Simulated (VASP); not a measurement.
# Pd in VASP: further runs

The runs below take Pd through single point, relaxation of cell and atoms, with BLYP.

Everything below comes from runs of VASP 6.6.1. Logs are shortened: lines on timing, memory, paths and dates and some standing lists are left out, and cuts for length are marked.

## Step 1: The cell of the first run

The typed cell holds 2 atoms: a = 2.848 Å, b = 2.848 Å, c = 4.030 Å, α = 90.00°, β = 90.00°, γ = 90.00°.

## Step 2: Single point, BLYP, collinear spin, antiferromagnetic start

File INCAR:

```
  AGGAC = 1.0
  AGGAX = 1.0
  ALDAC = 0.0
  ALDAX = 1.0
  ALGO = Normal
  EDIFF = 1E-6
  ENCUT = 500
  GGA = B5
  GGA_COMPAT = F
  ISIF = 2
  ISMEAR = -1
  ISPIN = 2
  LASPH = T
  LCHARG = T
  LELF = T
  LMAXMIX = 4
  LORBIT = 11
  LREAL = F
  LVHAR = T
  LWAVE = F
  MAGMOM = 0.5 -0.5
  NBANDS = 21
  NELM = 200
  PREC = Accurate
  SIGMA = 0.1
```

File KPOINTS:

```
k-points
0
Gamma
  6 6 4
```

File POSCAR:

```
Pd
1.0
    2.8477608914      0.0000000000      0.0000000000
    0.0000000000      2.8477608914      0.0000000000
    0.0000000000      0.0000000000      4.0299220241
Pd
2
Direct
    1.0000000000      1.0000000000      0.0000000000
    0.5000000000      0.5000000000      0.5000000000
```

Potentials or basis: VASP PAW PBE potentials, release 64 (Pd).

Run with:

```sh
$ cat potpaw_PBE.64/Pd/POTCAR > POTCAR
$ mpirun -np 1 vasp_std > vasp.out
```

OUTCAR:

```text
EDIFF = 1E-6
   ENCUT = 500
   GGA = B5
   ISIF = 2
   ISMEAR = -1
   ISPIN = 2
   LASPH = T
   LORBIT = 11
   LREAL = F
   NELM = 200
   PREC = Accurate

 ion  position               nearest neighbor table
   1  0.000  0.000  0.000-   2 2.85   2 2.85   2 2.85   2 2.85   2 2.85   2 2.85   2 2.85   2 2.85

   2  0.500  0.500  0.500-   1 2.85   1 2.85   1 2.85   1 2.85   1 2.85   1 2.85   1 2.85   1 2.85

  LATTYP: Found a simple tetragonal cell.
 ALAT       =     2.8477608914
 C/A-ratio  =     1.4151195194

  Lattice vectors:

 A1 = (   2.8477608914,   0.0000000000,   0.0000000000)
 A2 = (   0.0000000000,   2.8477608914,   0.0000000000)
 A3 = (   0.0000000000,   0.0000000000,   4.0299220241)

Analysis of symmetry for initial positions (statically):
=====================================================================
 Subroutine PRICEL returns following result:

  LATTYP: Found a body centered tetragonal cell.
 ALAT       =     2.8477608914
 C/A-ratio  =     1.4151195194
[... 12 lines left out ...]
 Subroutine GETGRP returns: Found 16 space group operations
 (whereof 16 operations were pure point group operations)
 out of a pool of 16 trial point group operations.

The static configuration has the point symmetry D_4h.

Analysis of symmetry for dynamics (positions and initial velocities):
=====================================================================
 Subroutine PRICEL returns following result:

  LATTYP: Found a body centered tetragonal cell.
 ALAT       =     2.8477608914
 C/A-ratio  =     1.4151195194
[... 12 lines left out ...]
 Subroutine GETGRP returns: Found 16 space group operations
 (whereof 16 operations were pure point group operations)
 out of a pool of 16 trial point group operations.

The dynamic configuration has the point symmetry D_4h.

Analysis of structural, dynamic, and magnetic symmetry:
=====================================================================
 Subroutine PRICEL returns following result:

  LATTYP: Found a body centered tetragonal cell.
 ALAT       =     2.8477608914
 C/A-ratio  =     1.4151195194
[... 12 lines left out ...]
 Subroutine GETGRP returns: Found 16 space group operations
 (whereof 16 operations were pure point group operations)
 out of a pool of 16 trial point group operations.

The overall configuration has the point symmetry D_4h.

 Subroutine INISYM returns: Found 16 space group operations
 (whereof 16 operations are pure point group operations),
 and found     2 'primitive' translations

----------------------------------------------------------------------------------------

[... 108 lines left out ...]
   IMIX   =      4    mixing-type and parameters
     AMIX     =   0.40;   BMIX     =  1.00
     AMIX_MAG =   1.60;   BMIX_MAG =  1.00
  volume/ion in A,a.u.               =      16.34       110.27
  Fermi-wavevector in a.u.,A,eV,Ry     =   1.389900  2.626530 26.284040  1.931822
  Thomas-Fermi vector in A             =   2.513887
   LORBIT       =     11    0 simple, 1 ext, 2 COOP (PROOUT), +10 PAW based schemes
   GGA     = B5    functional components
   LHFCALC =     F    Hartree Fock is set to
   AEXX    =    0.0000 exact exchange contribution
   IVDW    =     0    specifies the selected vdW correction
   LEPSILON=     F    determine dielectric tensor
   LRPA    =     F    only Hartree local field effects (RPA)
 spin polarized calculation
  energy-cutoff  :      500.00
  volume of cell :       32.68
 maximum number of plane-waves:       850
 NGX is ok and might be reduce to    24
   NGX = 11   NGY = 11   NGZ = 15

 number of electron      19.9999993 magnetization      -0.0000000

 number of electron      19.9999993 magnetization       0.0000000

 Free energy of the ion-electron system (eV)
  ---------------------------------------------------
  ext. energy  EPLUGINS =         0.00000000
  ---------------------------------------------------
  free energy    TOTEN  =        -8.82509923 eV

  energy without entropy =       -8.68320712  energy(sigma->0) =       -8.75415318

 E-fermi :   8.6627     XC(G=0): -11.9385

 val. band max:        8.6140360208   @ k =   0.5000   0.3333   0.0000
 cond. band min:       8.6777131066   @ k =   0.5000   0.3333   0.2500
 fundamental gap:      0.0636770858
 Fermi energy:         8.6627150546

 spin component 1

 k-point     1 :       0.0000    0.0000    0.0000
  band No.  band energies     occupation
      1       2.4161      1.00000
      2       4.1051      1.00000
      3       4.3279      1.00000
      4       6.2197      1.00000
      5       6.2197      1.00000
      6       6.2243      1.00000
[... 565 lines left out ...]
     20      28.7158      0.00000
     21      34.6230      0.00000

 [... further k-points ...]

 spin component 2

 k-point     1 :       0.0000    0.0000    0.0000
  band No.  band energies     occupation
      1       2.4161      1.00000
      2       4.1051      1.00000
      3       4.3279      1.00000
      4       6.2197      1.00000
      5       6.2197      1.00000
      6       6.2243      1.00000
[... 565 lines left out ...]
     20      28.7158      0.00000
     21      34.6209      0.00000

 [... further k-points ...]
[... 5 lines left out ...]
  --------------------------------------------------------------------------------------
  -------------------------------------------------------------------------------------
  Total        0.1688128      0.1688128     -0.0400241      0.0000000      0.0000000      0.0000000
  in kB        8.2758426      8.2758426     -1.9621310      0.0000000      0.0000000      0.0000000
  external PRESSURE =       4.8631847 kB  Pullay stress =       0.0000000 kB

 VOLUME and BASIS-vectors are now :
 -----------------------------------------------------------------------------
  energy-cutoff  :      500.00
  volume of cell :       32.68
      direct lattice vectors                 reciprocal lattice vectors
     2.847760891  0.000000000  0.000000000     0.351153077  0.000000000  0.000000000
     0.000000000  2.847760891  0.000000000     0.000000000  0.351153077  0.000000000
     0.000000000  0.000000000  4.029922024     0.000000000  0.000000000  0.248143759

 POSITION                                       TOTAL-FORCE (eV/Angst)
 -----------------------------------------------------------------------------------
      0.00000      0.00000      0.00000         0.000000      0.000000      0.000000
      1.42388      1.42388      2.01496        -0.000000     -0.000000     -0.000000
 -----------------------------------------------------------------------------------
    total drift:                                0.000000      0.000000     -0.000000

  FREE ENERGIE OF THE ION-ELECTRON SYSTEM (eV)
  ---------------------------------------------------
  free  energy   TOTEN  =        -8.8250992297 eV

  energy  without entropy=       -8.6832071232  energy(sigma->0) =       -8.75415318

 total charge

# of ion       s       p       d       tot
------------------------------------------
    1        0.435   0.366   8.485   9.286
    2        0.435   0.366   8.485   9.286
--------------------------------------------------
tot          0.871   0.731  16.970  18.573

 magnetization (x)

# of ion       s       p       d       tot
------------------------------------------
    1        0.000   0.000   0.000   0.000
    2       -0.000  -0.000  -0.000  -0.000
--------------------------------------------------
tot          0.000   0.000   0.000   0.000
```

OSZICAR:

```text
N       E                     dE             d eps       ncg     rms          rms(c)
DAV:   1     0.114694485489E+03    0.11469E+03   -0.92666E+03  2520   0.875E+02
DAV:   2    -0.662118745074E+01   -0.12132E+03   -0.11336E+03  2865   0.221E+02
DAV:   3    -0.921550995334E+01   -0.25943E+01   -0.25646E+01  2943   0.339E+01
DAV:   4    -0.923665165438E+01   -0.21142E-01   -0.21137E-01  2992   0.318E+00
DAV:   5    -0.923704159826E+01   -0.38994E-03   -0.38994E-03  3157   0.430E-01    0.820E+00
DAV:   6    -0.883833282135E+01    0.39871E+00   -0.83147E-01  3010   0.859E+00    0.367E+00
DAV:   7    -0.883010246836E+01    0.82304E-02   -0.10895E-02  2935   0.888E-01    0.201E+00
DAV:   8    -0.882599360453E+01    0.41089E-02   -0.17486E-03  3018   0.305E-01    0.555E-01
DAV:   9    -0.882505961375E+01    0.93399E-03   -0.15114E-04  2987   0.828E-02    0.469E-02
DAV:  10    -0.882509647055E+01   -0.36857E-04   -0.25440E-05  3115   0.709E-02    0.201E-02
DAV:  11    -0.882509908707E+01   -0.26165E-05   -0.58946E-06  3017   0.168E-02    0.101E-02
DAV:  12    -0.882509922971E+01   -0.14263E-06   -0.27429E-07  1875   0.450E-03
   1 F= -.88250992E+01 E0= -.87541532E+01  d E =-.141892E+00  mag=     0.0000
```

stdout:

```text
POSCAR found type information on POSCAR Pd
 POSCAR found :  1 types and       2 ions
 scaLAPACK will be used
 -----------------------------------------------------------------------------
|                                                                             |
|                                                                             |
|     You enforced a specific xc type in the INCAR file but a different       |
|     I HOPE YOU KNOW WHAT YOU ARE DOING!                                     |
|                                                                             |
 -----------------------------------------------------------------------------

 LDA part: xc-table for (Slater(with rela. corr.)+VWN5), standard interpolation
 POSCAR, INCAR and KPOINTS ok, starting setup
 FFT: planning ... GRIDC
 FFT: planning ... GRID_SOFT
 FFT: planning ... GRID
 WAVECAR not read
 entering main loop
```

It took 28 s on 1 thread of Intel Xeon Platinum 8375C at 2.90GHz (Ice Lake), shared host; peak memory 0.17 GiB.

What came out:

* Free energy: -8.8251 eV
* Pressure: 0.5 GPa
* Band gap on the k mesh: zero (filled and empty bands overlap)
* Net moment: 0.00 μB per cell
* Valence electrons inside the program's atomic spheres: Pd 9.29

Stress tensor (GPa, compression positive):
```
 0.83  0.00  0.00
 0.00  0.83  0.00
 0.00  0.00 -0.20
```

Levels at points of the mesh, in eV from the Fermi level:
Spin up:
```tsv
k point	band 8	band 9	band 10	band 11	band 12	band 13
(0.00, 0.00, 0.00)	-1.09	-0.10	0.21	0.21	3.52	9.78
(0.50, 0.00, 0.00)	-1.62	-1.11	-1.11	2.15	2.15	11.90
(0.50, 0.50, 0.00)	0.20	0.22	0.22	3.53	3.53	9.80
(0.00, 0.00, 0.50)	-1.34	-1.34	-1.34	-0.61	-0.61	17.15
(0.50, 0.00, 0.50)	-0.06	-0.06	-0.06	1.46	1.46	6.55
(0.50, 0.50, 0.50)	-1.15	0.22	0.22	8.47	8.47	8.47
```
Spin down:
| k point | band 7 | band 8 | band 9 | band 10 | band 11 | band 12 | band 13 | band 14 |
| --- | --- | --- | --- | --- | --- | --- | --- | --- |
| (0.00, 0.00, 0.00) | -1.10 | -1.09 | -0.10 | 0.21 | 0.21 | 3.52 | 9.78 | 12.71 |
| (0.50, 0.00, 0.00) | -1.62 | -1.62 | -1.11 | -1.11 | 2.15 | 2.15 | 11.90 | 11.90 |
| (0.50, 0.50, 0.00) | 0.20 | 0.20 | 0.22 | 0.22 | 3.53 | 3.53 | 9.80 | 9.80 |
| (0.00, 0.00, 0.50) | -1.34 | -1.34 | -1.34 | -1.34 | -0.61 | -0.61 | 17.15 | 17.15 |
| (0.50, 0.00, 0.50) | -0.06 | -0.06 | -0.06 | -0.06 | 1.46 | 1.46 | 6.55 | 6.55 |
| (0.50, 0.50, 0.50) | -1.15 | -1.15 | 0.22 | 0.22 | 8.47 | 8.47 | 8.47 | 8.47 |

Caveat: the k points lie up to 0.39 Å⁻¹ apart; the PAW data sets were made with another functional, which shifts forces and pressure a little.

(Part 1 of 3 ends here.)
